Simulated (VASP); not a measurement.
Input of a VASP 6.6.1 run:

File POSCAR:

```
C
1.0
    0.0000000000      1.7801417077      1.8068438333
    1.7801417077      0.0000000000      1.8068438333
    1.7801417077      1.7801417077      0.0000000000
C
2
Direct
    0.5000000000      0.5000000000      0.5000000000
    0.7500000000      0.7500000000      0.7500000000
```

Contents of INCAR.step1:

```
ALGO = Normal
EDIFF = 1E-4
ENCUT = 520
GGA = PE
ISMEAR = 0
LASPH = True
LCHARG = False
LREAL = False
LWAVE = True
NBANDS = 11
NELM = 100
PREC = Accurate
SIGMA = 0.05
```

The input INCAR.step2:

```
ALGO = Normal
EDIFF = 1E-7
ENCUT = 520
ISIF = 2
ISMEAR = 0
ISTART = 1
LASPH = True
LCHARG = False
LMIXTAU = True
LREAL = False
LWAVE = False
METAGGA = R2SCAN
NBANDS = 11
NELM = 100
PREC = Accurate
SIGMA = 0.05
```

The input KPOINTS:

```
k-points
0
Gamma
  12 12 12
```

Potentials or basis: VASP PAW PBE potentials, release 64 (C).

Run with:

```bash
$ cat potpaw_PBE.64/C/POTCAR > POTCAR
$ cp INCAR.step1 INCAR
$ mpirun -np 1 vasp_std > vasp.out
$ cp INCAR.step2 INCAR
$ mpirun -np 1 vasp_std > vasp.out
```

What does it give for the pressure?

-5.5 GPa.

Predict the band gap on the k mesh.

4.12 eV, indirect (least direct gap 5.67 eV).

Stress tensor (GPa, compression positive):
```
 -0.56   0.00   0.00
  0.00  -0.56   0.00
  0.00   0.00 -15.28
```

Caveat: the cell differs from its parent crystal (strain +0.0150 x Voigt [0, 0, 1, 0, 0, 0]); the PAW data sets were made with another functional, which shifts forces and pressure a little. A k mesh can miss the band edges.
